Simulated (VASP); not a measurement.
# O (R-3m) in VASP: further runs

The runs below take O through single point, with r2SCAN.

All numbers are computed with VASP 6.6.1; they aren't measurements. Logs are shortened: lines on timing, memory, paths and dates and some standing lists are left out, and cuts for length are marked.

**1. The cell of the first run**

It takes space group R-3m (No. 166, trigonal). Conventional cell: a = 2.758 Å, b = 2.758 Å, c = 10.896 Å, α = 90.00°, β = 90.00°, γ = 120.00°. O (site symmetry 3m) has 1 O at 1.26 Å within 1.7 Å.

**2. Single point, r2SCAN, collinear spin, ferromagnetic start**

Contents of POSCAR:

```
O
1.0
    1.3788399106      0.7960735935      3.6318921036
   -1.3788399106      0.7960735935      3.6318921036
    0.0000000000     -1.5921471871      3.6318921036
O
2
Direct
    0.0577000000      0.0577000000      0.0577000000
    0.9423000000      0.9423000000      0.9423000000
```

Contents of INCAR.step1:

```
SYSTEM = O
ALGO = Normal ; EDIFF = 1E-4
ENCUT = 520 ; GGA = PE
ISMEAR = 0 ; ISPIN = 2
LASPH = .True. ; LCHARG = .False.
LREAL = .False. ; LWAVE = .True.
MAGMOM = 0.61 0.61 ; NBANDS = 17
NELM = 150 ; PREC = Accurate
SIGMA = 0.05
```

Contents of INCAR.step2:

```
SYSTEM = O
ALGO = Normal ; EDIFF = 1E-7
ENCUT = 520 ; ISIF = 2
ISMEAR = 0 ; ISPIN = 2
ISTART = 1 ; LASPH = .True.
LCHARG = .False. ; LMIXTAU = .True.
LORBIT = 11 ; LREAL = .False.
LWAVE = .False. ; MAGMOM = 0.61 0.61
METAGGA = R2SCAN ; NBANDS = 17
NELM = 150 ; PREC = Accurate
SIGMA = 0.05
```

Contents of KPOINTS:

```
k-points
0
Gamma
  12 12 12
  0 0 0
```

Potentials or basis: VASP PAW PBE potentials, release 64 (O).

On the command line:

```sh
$ cat potpaw_PBE.64/O/POTCAR > POTCAR
$ cp INCAR.step1 INCAR
$ mpirun -np 1 vasp_std > vasp.out
$ cp INCAR.step2 INCAR
$ mpirun -np 1 vasp_std > vasp.out
```

OUTCAR:

```text
SYSTEM = O
   EDIFF = 1E-7
   ENCUT = 520
   ISIF = 2
   ISMEAR = 0
   ISPIN = 2
   ISTART = 1
   LASPH = .True.
   LORBIT = 11
   LREAL = .False.
   METAGGA = R2SCAN
   NELM = 150
   PREC = Accurate

 ion  position               nearest neighbor table
   1  0.058  0.058  0.058-   2 1.26
   2  0.942  0.942  0.942-   1 1.26

  LATTYP: Found a trigonal (rhomboedric) cell.
 ALAT       =     3.9655482493
 COS(alpha) =     0.7582028319

  Lattice vectors:

 A1 = (   1.3788399106,   0.7960735935,   3.6318921036)
 A2 = (  -1.3788399106,   0.7960735935,   3.6318921036)
 A3 = (   0.0000000000,  -1.5921471871,   3.6318921036)

Analysis of symmetry for initial positions (statically):
=====================================================================
 Subroutine PRICEL returns:
 Original cell was already a primitive cell.

 Routine SETGRP: Setting up the symmetry group for a
 trigonal (rhombohedral) supercell.

 Subroutine GETGRP returns: Found 12 space group operations
 (whereof 12 operations were pure point group operations)
 out of a pool of 12 trial point group operations.

The static configuration has the point symmetry D_3d.

Analysis of symmetry for dynamics (positions and initial velocities):
=====================================================================
 Subroutine PRICEL returns:
 Original cell was already a primitive cell.

 Routine SETGRP: Setting up the symmetry group for a
 trigonal (rhombohedral) supercell.

 Subroutine GETGRP returns: Found 12 space group operations
 (whereof 12 operations were pure point group operations)
 out of a pool of 12 trial point group operations.

The dynamic configuration has the point symmetry D_3d.

Analysis of structural, dynamic, and magnetic symmetry:
=====================================================================
 Subroutine PRICEL returns:
 Original cell was already a primitive cell.

 Routine SETGRP: Setting up the symmetry group for a
 trigonal (rhombohedral) supercell.

 Subroutine GETGRP returns: Found 12 space group operations
 (whereof 12 operations were pure point group operations)
 out of a pool of 12 trial point group operations.

The overall configuration has the point symmetry D_3d.

 Subroutine INISYM returns: Found 12 space group operations
 (whereof 12 operations are pure point group operations),
 and found     1 'primitive' translations

----------------------------------------------------------------------------------------

                                     Primitive cell

  volume of cell :      23.9195

  direct lattice vectors                    reciprocal lattice vectors
     1.378839911  0.796073593  3.631892104     0.362623678  0.209360878  0.091779525
    -1.378839911  0.796073593  3.631892104    -0.362623678  0.209360878  0.091779525
     0.000000000 -1.592147187  3.631892104     0.000000000 -0.418721756  0.091779525

  length of vectors
     3.965548249  3.965548249  3.965548249     0.428662327  0.428662327  0.428662327

  position of ions in fractional coordinates (direct lattice)
     0.057700000  0.057700000  0.057700000
     0.942300000  0.942300000  0.942300000

  ion indices of the primitive-cell ions
   primitive index   ion index
                 1           1
                 2           2

----------------------------------------------------------------------------------------

 KPOINTS: k-points

Automatic generation of k-mesh.
 Grid dimensions read from file:
 generate k-points for:   12   12   12

 Generating k-lattice:

  Cartesian coordinates                     Fractional coordinates (reciprocal lattice)
     0.030218640  0.017446740  0.007648294     0.083333333 -0.000000000  0.000000000
    -0.030218640  0.017446740  0.007648294    -0.000000000  0.083333333  0.000000000
     0.000000000 -0.034893480  0.007648294     0.000000000  0.000000000  0.083333333

  Length of vectors
     0.035721861  0.035721861  0.035721861

  Shift w.r.t. Gamma in fractional coordinates (k-lattice)
     0.000000000  0.000000000  0.000000000

 Subroutine IBZKPT returns following result:
 ===========================================

 Found    189 irreducible k-points:

 Following reciprocal coordinates:
            Coordinates               Weight
  0.000000  0.000000  0.000000      1.000000
  0.083333 -0.000000  0.000000      6.000000
  0.166667  0.000000  0.000000      6.000000
  0.250000  0.000000  0.000000      6.000000
  0.333333  0.000000  0.000000      6.000000
  0.416667 -0.000000  0.000000      6.000000
[... 16 lines left out ...]
  0.500000  0.166667  0.000000     12.000000
 -0.416667  0.166667 -0.000000     12.000000
 [... further k-points ...]
   k-points           NKPTS =    189   k-points in BZ     NKDIM =    189   number of bands    NBANDS=     17
   number of dos      NEDOS =    301   number of ions     NIONS =      2
   total plane-waves  NPLWV =  27000
   dimension x,y,z NGX =    30 NGY =   30 NGZ =   30
   dimension x,y,z NGXF=    60 NGYF=   60 NGZF=   60
[... 29 lines left out ...]
   EFERMI_NEDOS =   21; number of points for ismear=-14 and -15
   IALGO  =     38    algorithm
   IMIX   =      4    mixing-type and parameters
     AMIX     =   0.40;   BMIX     =  1.00
     AMIX_MAG =   1.60;   BMIX_MAG =  1.00
  volume/ion in A,a.u.               =      11.96        80.71
  Fermi-wavevector in a.u.,A,eV,Ry     =   1.300823  2.458199 23.022964  1.692140
  Thomas-Fermi vector in A             =   2.431997
   LORBIT       =     11    0 simple, 1 ext, 2 COOP (PROOUT), +10 PAW based schemes
   METAGGA = R2SCAN    functional components
   LHFCALC =     F    Hartree Fock is set to
   AEXX    =    0.0000 exact exchange contribution
   IVDW    =     0    specifies the selected vdW correction
   LEPSILON=     F    determine dielectric tensor
   LRPA    =     F    only Hartree local field effects (RPA)
 spin polarized calculation
 Gauss-broadening in eV      SIGMA  =   0.05
  energy-cutoff  :      520.00
  volume of cell :       23.92
 maximum number of plane-waves:       656
 NGX is ok and might be reduce to    30

 number of electron      12.0000001 magnetization      -0.0019135

 number of electron      12.0000001 magnetization       0.0000172

 Free energy of the ion-electron system (eV)
  ---------------------------------------------------
  ext. energy  EPLUGINS =         0.00000000
  ---------------------------------------------------
  free energy    TOTEN  =       -11.11551758 eV

  energy without entropy =      -11.11348519  energy(sigma->0) =      -11.11450139

 E-fermi :  -0.5172     XC(G=0):  -9.8286

 val. band max:       -0.5238839133   @ k =   0.5000   0.2500   0.0000
 cond. band min:      -0.5067163651   @ k =   0.5000   0.3333   0.2500
 fundamental gap:      0.0171675481
 Fermi energy:        -0.5171786010

 spin component 1

 k-point     1 :       0.0000    0.0000    0.0000
  band No.  band energies     occupation
      1     -27.8310      1.00000
      2     -15.6585      1.00000
      3      -9.0635      1.00000
      4      -5.7831      1.00000
      5      -5.7831      1.00000
      6       0.2557      0.00000
[... 9 lines left out ...]
     16      28.1284      0.00000
     17      30.7612      0.00000
[... 441 lines left out ...]
 k-point    24 :      -0.4167    0.1667   -0.0000
  band No.  band energies     occupation
      1     -27.2668      1.00000
      2     -15.2339      1.00000
      3      -8.4092      1.00000
      4      -7.7159      1.00000
      5      -6.7403      1.00000
      6      -1.4280      1.00000
[... 9 lines left out ...]
     16      29.0152      0.00000
     17      35.1224      0.00000

 [... further k-points ...]

 spin component 2

 k-point     1 :       0.0000    0.0000    0.0000
  band No.  band energies     occupation
      1     -27.8310      1.00000
      2     -15.6584      1.00000
      3      -9.0635      1.00000
      4      -5.7831      1.00000
      5      -5.7831      1.00000
      6       0.2557      0.00000
[... 9 lines left out ...]
     16      28.1284      0.00000
     17      30.7611      0.00000
[... 441 lines left out ...]
 k-point    24 :      -0.4167    0.1667   -0.0000
  band No.  band energies     occupation
      1     -27.2668      1.00000
      2     -15.2339      1.00000
      3      -8.4092      1.00000
      4      -7.7159      1.00000
      5      -6.7402      1.00000
      6      -1.4280      1.00000
[... 9 lines left out ...]
     16      29.0152      0.00000
     17      35.1224      0.00000

 [... further k-points ...]

------------------------ aborting loop because EDIFF is reached ----------------------------------------

  FORCE on cell =-STRESS in cart. coord.  units (eV):
  Direction    XX          YY          ZZ          XY          YZ          ZX
  --------------------------------------------------------------------------------------
  -------------------------------------------------------------------------------------
  Total       -1.4049288     -1.4049288     -2.6517662      0.0000000      0.0000000     -0.0000000
  in kB      -94.1052050    -94.1052050   -177.6211017      0.0000000      0.0000000     -0.0000000
  external PRESSURE =    -121.9438373 kB  Pullay stress =       0.0000000 kB

 VOLUME and BASIS-vectors are now :
 -----------------------------------------------------------------------------
  energy-cutoff  :      520.00
  volume of cell :       23.92
      direct lattice vectors                 reciprocal lattice vectors
     1.378839911  0.796073593  3.631892104     0.362623678  0.209360878  0.091779525
    -1.378839911  0.796073593  3.631892104    -0.362623678  0.209360878  0.091779525
     0.000000000 -1.592147187  3.631892104     0.000000000 -0.418721756  0.091779525

 POSITION                                       TOTAL-FORCE (eV/Angst)
 -----------------------------------------------------------------------------------
      0.00000     -0.00000      0.62868         0.000000      0.000000     -2.392551
      0.00000     -0.00000     10.26700         0.000000     -0.000000      2.392551
 -----------------------------------------------------------------------------------
    total drift:                               -0.000000     -0.000000      0.000000

  FREE ENERGIE OF THE ION-ELECTRON SYSTEM (eV)
  ---------------------------------------------------
  free  energy   TOTEN  =       -11.1155175848 eV

  energy  without entropy=      -11.1134851918  energy(sigma->0) =      -11.11450139

 total charge

# of ion       s       p       d       tot
------------------------------------------
    1        1.625   3.221   0.000   4.846
    2        1.625   3.221   0.000   4.846
--------------------------------------------------
tot          3.251   6.442   0.000   9.692

 magnetization (x)

# of ion       s       p       d       tot
------------------------------------------
    1       -0.000   0.000   0.000   0.000
    2       -0.000   0.000   0.000   0.000
--------------------------------------------------
tot         -0.000   0.000   0.000   0.000
```

It took 8.6 min on 1 thread of Intel Xeon 6975P-C (Granite Rapids), shared host; peak memory 0.26 GiB.

What came out:

```
Free energy                                           : -11.1155 eV
Pressure                                              : -12.2 GPa
Largest force                                         : 2.393 eV/Å
Band gap on the k mesh                                : zero (filled and empty bands overlap)
Net moment                                            : 0.00 μB per cell
Valence electrons inside the program's atomic spheres : O 4.85
```

Forces on the atoms (eV/Å):
```
O    0.000  0.000 -2.393
O    0.000  0.000  2.393
```

Stress tensor (GPa, compression positive):
```
 -9.41   0.00   0.00
  0.00  -9.41   0.00
  0.00   0.00 -17.76
```

Caveat: the standard files for N, O and F lose accuracy on very short bonds; the stress differs along the axes, from -18 to -9 GPa; the PAW data sets were made with another functional, which shifts forces and pressure a little.

**3. Single point, r2SCAN, collinear spin, ferromagnetic start**

This run uses another cell than the first one, of the same volume but with other edges.

Contents of POSCAR:

```
O
1.0
    1.4428493771      0.8330294762      3.3167950498
   -1.4428493771      0.8330294762      3.3167950498
    0.0000000000     -1.6660589525      3.3167950498
O
2
Direct
    0.0577000000      0.0577000000      0.0577000000
    0.9423000000      0.9423000000      0.9423000000
```

Contents of INCAR.step1:

```
PREC = Accurate
ENCUT = 520
ISMEAR = 0
SIGMA = 0.05
LREAL = F
LASPH = T
NELM = 150
ISPIN = 2
MAGMOM = 0.61 0.61
NBANDS = 17
GGA = PE
ALGO = Normal
EDIFF = 1E-4
LWAVE = T
LCHARG = F
```

Contents of INCAR.step2:

```
PREC = Accurate
ENCUT = 520
EDIFF = 1E-7
ISMEAR = 0
SIGMA = 0.05
LREAL = F
LASPH = T
NELM = 150
ALGO = Normal
ISIF = 2
LWAVE = F
LCHARG = F
ISPIN = 2
MAGMOM = 0.61 0.61
LORBIT = 11
METAGGA = R2SCAN
LMIXTAU = T
NBANDS = 17
ISTART = 1
```

Contents of KPOINTS:

```
regular mesh
0
Gamma
  12 12 12
```

Potentials or basis: VASP PAW PBE potentials, release 64 (O).

On the command line:

```sh
$ cat potpaw_PBE.64/O/POTCAR > POTCAR
$ cp INCAR.step1 INCAR
$ mpirun -np 1 vasp_std > vasp.out
$ cp INCAR.step2 INCAR
$ mpirun -np 1 vasp_std > vasp.out
```

It took 4.6 min on 1 thread of Intel Xeon 6975P-C (Granite Rapids), shared host; peak memory 0.24 GiB.

It converged, with:

- Free energy: -11.4596 eV
- Pressure: 26.0 GPa
- Largest force: 7.707 eV/Å
- Band gap on the k mesh: 1.14 eV (least direct gap 1.29 eV)
- Net moment: 2.00 μB per cell
- Site moments: O +0.82 μB
- Valence electrons inside the program's atomic spheres: O 5.05

Forces in eV/Å, atoms in the order of the input:
```
O    0.000  0.000  7.707
O    0.000  0.000 -7.707
```

Stress tensor (GPa, compression positive):
```
 6.26  0.00  0.00
 0.00  6.26  0.00
 0.00  0.00 65.34
```

Levels at points of the mesh, in eV from the valence-band top:
Spin up:
```
           k point  band 5  band 6  band 7  band 8  band 9  band 10
(0.00, 0.00, 0.00)   -8.01   -0.29   -0.29    8.74   13.57    16.58
(0.50, 0.00, 0.00)   -8.32   -1.32   -0.75   11.69   13.30    14.44
(0.50, 0.50, 0.00)   -7.72   -1.94   -0.15   11.61   12.20    15.98
(0.50, 0.50, 0.50)   -7.44    0.00    0.00    9.06    9.27    15.35
```
Spin down:
```csv
k point,band 3,band 4,band 5,band 6,band 7,band 8
"(0.00, 0.00, 0.00)",-8.56,-5.29,-5.29,3.36,3.36,9.57
"(0.50, 0.00, 0.00)",-7.72,-7.21,-5.69,2.02,2.75,13.01
"(0.50, 0.50, 0.00)",-7.47,-6.48,-5.95,1.14,3.55,12.87
"(0.50, 0.50, 0.50)",-6.18,-5.42,-5.42,3.72,3.72,9.65
```

Caveat: the standard files for N, O and F lose accuracy on very short bonds; the stress differs along the axes, from 6 to 65 GPa; the PAW data sets were made with another functional, which shifts forces and pressure a little. A k mesh can miss the band edges.

**4. Single point, r2SCAN, collinear spin, ferromagnetic start**

This run uses another cell than the first one, of the same volume but with other edges.

Contents of POSCAR:

```
O
1.0
    1.4003877646      0.8085142529      3.5209836950
   -1.4003877646      0.8085142529      3.5209836950
    0.0000000000     -1.6170285058      3.5209836950
O
2
Direct
    0.0577000000      0.0577000000      0.0577000000
    0.9423000000      0.9423000000      0.9423000000
```

Contents of INCAR.step1:

```
SYSTEM = O
ALGO = Normal
EDIFF = 1E-4
ENCUT = 520
GGA = PE
ISMEAR = 0
ISPIN = 2
LASPH = .TRUE.
LCHARG = .FALSE.
LREAL = .FALSE.
LWAVE = .TRUE.
MAGMOM = 0.61 0.61
NBANDS = 17
NELM = 150
PREC = Accurate
SIGMA = 0.05
```

Contents of INCAR.step2:

```
SYSTEM = O
ALGO = Normal
EDIFF = 1E-6
ENCUT = 520
ISIF = 2
ISMEAR = 0
ISPIN = 2
ISTART = 1
LASPH = .TRUE.
LCHARG = .TRUE.
LELF = .TRUE.
LMIXTAU = .TRUE.
LORBIT = 11
LREAL = .FALSE.
LVHAR = .TRUE.
LWAVE = .FALSE.
MAGMOM = 0.61 0.61
METAGGA = R2SCAN
NBANDS = 17
NELM = 150
PREC = Accurate
SIGMA = 0.05
```

Contents of KPOINTS:

```
k-points
0
G
  12 12 12
  0 0 0
```

On the command line:

```sh
$ cat potpaw_PBE.64/O/POTCAR > POTCAR
$ cp INCAR.step1 INCAR
$ mpirun -np 1 vasp_std > vasp.out
$ cp INCAR.step2 INCAR
$ mpirun -np 1 vasp_std > vasp.out
```

It took 8.8 min on 1 thread of Intel Xeon 6975P-C (Granite Rapids), shared host; peak memory 0.25 GiB.

The run converged. Its results:

- Free energy: -11.1012 eV
- Pressure: -4.7 GPa
- Largest force: 0.218 eV/Å
- Band gap on the k mesh: zero (filled and empty bands overlap)
- Net moment: 0.00 μB per cell
- Valence electrons inside the program's atomic spheres: O 4.90

Forces on the atoms (eV/Å):
```
O    0.000  0.000  0.218
O    0.000  0.000 -0.218
```

Stress tensor (GPa, compression positive):
```
-9.70  0.00  0.00
 0.00 -9.70  0.00
 0.00  0.00  5.41
```

Levels at points of the mesh, in eV from the Fermi level:
Spin up:
| k point | band 4 | band 5 | band 6 | band 7 | band 8 | band 9 |
| --- | --- | --- | --- | --- | --- | --- |
| (0.00, 0.00, 0.00) | -6.04 | -6.04 | 0.68 | 0.68 | 9.42 | 11.42 |
| (0.50, 0.00, 0.00) | -7.75 | -6.48 | -0.89 | 0.17 | 10.57 | 13.91 |
| (0.50, 0.50, 0.00) | -7.19 | -6.67 | -1.42 | 0.62 | 9.88 | 13.08 |
| (0.50, 0.50, 0.50) | -6.12 | -6.12 | 0.88 | 0.88 | 7.83 | 9.84 |
Spin down:
| k point | band 4 | band 5 | band 6 | band 7 | band 8 | band 9 |
| --- | --- | --- | --- | --- | --- | --- |
| (0.00, 0.00, 0.00) | -6.04 | -6.04 | 0.68 | 0.68 | 9.42 | 11.42 |
| (0.50, 0.00, 0.00) | -7.75 | -6.49 | -0.89 | 0.17 | 10.57 | 13.90 |
| (0.50, 0.50, 0.00) | -7.19 | -6.67 | -1.42 | 0.62 | 9.88 | 13.08 |
| (0.50, 0.50, 0.50) | -6.12 | -6.12 | 0.88 | 0.88 | 7.82 | 9.84 |

Caveat: the standard files for N, O and F lose accuracy on very short bonds; the stress differs along the axes, from -10 to 5 GPa; the PAW data sets were made with another functional, which shifts forces and pressure a little.

**5. Summary**

| cell | gap on the mesh (eV) | pressure (GPa) | moment (μB) | largest force (eV/Å) |
| --- | --- | --- | --- | --- |
| a = 3.966 Å, angles 40.7°, 2 atoms | none | -12.2 | 0.00 | 2.39 |
| a = 3.712 Å, angles 45.8°, 2 atoms | 1.14 | 26.0 | 2.00 | 7.71 |
| a = 3.875 Å, angles 42.4°, 2 atoms | none | -4.7 | 0.00 | 0.22 |

Alike in all rows: task single point; level r2SCAN; potentials or basis VASP PAW PBE potentials, release 64 (O); spin collinear, ferromagnetic start; k mesh 12 × 12 × 12; cutoff (eV) 520; smearing gaussian 0.05 eV.

Caveats: the standard files for N, O and F lose accuracy on very short bonds; the PAW data sets were made with another functional, which shifts forces and pressure a little; the stress differs along the axes, from -18 to -9 GPa (at least some runs); the stress differs along the axes, from 6 to 65 GPa (at least some runs); the stress differs along the axes, from -10 to 5 GPa (at least some runs).

Absolute energies hang on the potentials; compare differences alone.
